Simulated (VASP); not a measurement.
# Sb (P6_3/mmc) in VASP: notebook, part 2 of 2

VASP 6.6.1. The steps go on from the part before.

## 4. Electric field gradients, PBE (volume scaled by 1.01)

The input, INCAR:

```
SYSTEM = Sb
PREC = Accurate
ENCUT = 520
EDIFF = 1E-8
ISMEAR = -1
SIGMA = 0.05
LREAL = .False.
LASPH = .True.
NELM = 80
ALGO = Normal
ISIF = 2
LWAVE = .False.
LCHARG = .False.
GGA = PE
LEFG = .True.
NBANDS = 12
```

The input, KPOINTS:

```
Automatic mesh
0
Gamma
  12 12 7
  0 0 0
```

The input, POSCAR:

```
Sb
1.0
    3.3801929534      0.0000000000      0.0000000000
   -1.6900964767      2.9273329673      0.0000000000
    0.0000000000      0.0000000000      5.3477077713
Sb
2
Direct
    0.3333333333      0.6666666667      0.2500000000
    0.6666666667      0.3333333333      0.7500000000
```

Potentials or basis: VASP PAW PBE potentials, release 64 (Sb).

On the command line:

```bash
cat potpaw_PBE.64/Sb/POTCAR > POTCAR
mpirun -np 1 vasp_std > vasp.out
```

OUTCAR:

```text
SYSTEM = Sb
   PREC = Accurate
   ENCUT = 520
   EDIFF = 1E-8
   ISMEAR = -1
   LREAL = .False.
   LASPH = .True.
   NELM = 80
   ISIF = 2
   GGA = PE

 ion  position               nearest neighbor table
   1  0.333  0.667  0.250-   2 3.31   2 3.31   2 3.31   2 3.31   2 3.31   2 3.31
   2  0.667  0.333  0.750-   1 3.31   1 3.31   1 3.31   1 3.31   1 3.31   1 3.31

  LATTYP: Found a hexagonal cell.
 ALAT       =     3.3801929534
 C/A-ratio  =     1.5820717471

  Lattice vectors:

 A1 = (   3.3801929534,   0.0000000000,   0.0000000000)
 A2 = (  -1.6900964767,   2.9273329673,   0.0000000000)
 A3 = (   0.0000000000,   0.0000000000,   5.3477077713)

Analysis of symmetry for initial positions (statically):
=====================================================================
 Subroutine PRICEL returns:
 Original cell was already a primitive cell.

 Routine SETGRP: Setting up the symmetry group for a
 hexagonal supercell.

 Subroutine GETGRP returns: Found 24 space group operations
 (whereof 12 operations were pure point group operations)
 out of a pool of 24 trial point group operations.

The static configuration has the point symmetry D_3d.
 The point group associated with its full space group is D_6h.

Analysis of symmetry for dynamics (positions and initial velocities):
=====================================================================
 Subroutine PRICEL returns:
 Original cell was already a primitive cell.

 Routine SETGRP: Setting up the symmetry group for a
 hexagonal supercell.

 Subroutine GETGRP returns: Found 24 space group operations
 (whereof 12 operations were pure point group operations)
[... 507 lines left out ...]
      3       4.5826      2.00000
      4       5.9735      2.00000
      5       7.7677      2.00000
      6       9.5063      0.00000
      7      11.2964      0.00000
      8      12.6210      0.00000
      9      13.7051      0.00000
     10      15.9670      0.00000
     11      17.7511      0.00000
     12      18.5691      0.00000

 [... further k-points ...]

------------------------ aborting loop because EDIFF is reached ----------------------------------------

  FORCE on cell =-STRESS in cart. coord.  units (eV):
  Direction    XX          YY          ZZ          XY          YZ          ZX
  --------------------------------------------------------------------------------------
  -------------------------------------------------------------------------------------
  Total        0.8396796      0.8396796      0.4710315      0.0000000     -0.0000000      0.0000000
  in kB       25.4239423     25.4239423     14.2619611      0.0000000     -0.0000000      0.0000000
  external PRESSURE =      21.7032819 kB  Pullay stress =       0.0000000 kB

 VOLUME and BASIS-vectors are now :
 -----------------------------------------------------------------------------
  energy-cutoff  :      520.00
  volume of cell :       52.92
      direct lattice vectors                 reciprocal lattice vectors
     3.380192953  0.000000000  0.000000000     0.295841100  0.170803938  0.000000000
    -1.690096477  2.927332967  0.000000000     0.000000000  0.341607877  0.000000000
     0.000000000  0.000000000  5.347707771     0.000000000  0.000000000  0.186996007

 POSITION                                       TOTAL-FORCE (eV/Angst)
 -----------------------------------------------------------------------------------
     -0.00000      1.95156      1.33693         0.000000      0.000000      0.000000
      1.69010      0.97578      4.01078        -0.000000     -0.000000      0.000000
 -----------------------------------------------------------------------------------
    total drift:                               -0.000000      0.000000      0.000000

  FREE ENERGIE OF THE ION-ELECTRON SYSTEM (eV)
  ---------------------------------------------------
  free  energy   TOTEN  =        -7.7172939355 eV

  energy  without entropy=       -7.7069381723  energy(sigma->0) =       -7.71211605

 Electric field gradients (V/A^2)
---------------------------------------------------------------------
 ion       V_xx      V_yy      V_zz      V_xy      V_xz      V_yz
---------------------------------------------------------------------
   1     -10.730   -10.730    21.459     0.000     0.000    -0.000
   2     -10.730   -10.730    21.459     0.000    -0.000     0.000
---------------------------------------------------------------------

 Electric field gradients after diagonalization (V/A^2)
 (convention: |V_zz| > |V_xx| > |V_yy|)
----------------------------------------------------------------------
 ion       V_xx      V_yy      V_zz     asymmetry (V_yy - V_xx)/ V_zz
----------------------------------------------------------------------
   1     -10.730   -10.730    21.459       0.000
   2     -10.730   -10.730    21.459       0.000
----------------------------------------------------------------------

           NMR quadrupolar parameters

 Cq : quadrupolar parameter    Cq=e*Q*V_zz/h
 eta: asymmetry parameters     (V_yy - V_xx)/ V_zz
 Q  : nuclear electric quadrupole moment in mb (millibarn)
----------------------------------------------------------------------
 ion       Cq(MHz)       eta       Q (mb)
----------------------------------------------------------------------
   1       0.052       0.000       1.000
   2       0.052       0.000       1.000
----------------------------------------------------------------------
```

stdout:

```text
POSCAR found type information on POSCAR Sb
 POSCAR found :  1 types and       2 ions
 scaLAPACK will be used
 LDA part: xc-table for (Slater+PW92), standard interpolation
 POSCAR, INCAR and KPOINTS ok, starting setup
 FFT: planning ... GRIDC
 FFT: planning ... GRID_SOFT
 FFT: planning ... GRID
 WAVECAR not read
 entering main loop
ion   1

ion   2
```

Run time: 30 s. Hardware: 1 thread of Intel Xeon 6975P-C, shared host; peak memory 0.2 GiB.

Results:

| Quantity | Value |
| --- | --- |
| Free energy | -7.7173 eV |
| Pressure | 2.2 GPa |
| Band gap on the k mesh | zero (band 5 reaches 12.73 eV, above the bottom of band 6 at 5.86 eV) |

Levels at points of the mesh, in eV from the Fermi level:
| k point | band 3 | band 4 | band 5 | band 6 | band 7 | band 8 |
| --- | --- | --- | --- | --- | --- | --- |
| (0.00, 0.00, 0.00) | -5.91 | 3.26 | 3.26 | 5.04 | 5.04 | 5.96 |
| (0.50, 0.00, 0.00) | -4.24 | -2.90 | -2.39 | -0.20 | 0.10 | 3.72 |

Electric field gradients, principal values (V/Å²):
| atom | least | middle | greatest (by size) |
| --- | --- | --- | --- |
| 1 Sb | -10.730 | -10.730 | 21.459 |
| 2 Sb | -10.730 | -10.730 | 21.459 |

Caveat: without QUAD_EFG the Cq values of the log hold for a quadrupole moment of 1 mb, not for the nuclei; spin-orbit coupling is left out, which moves the levels of the heavy elements.
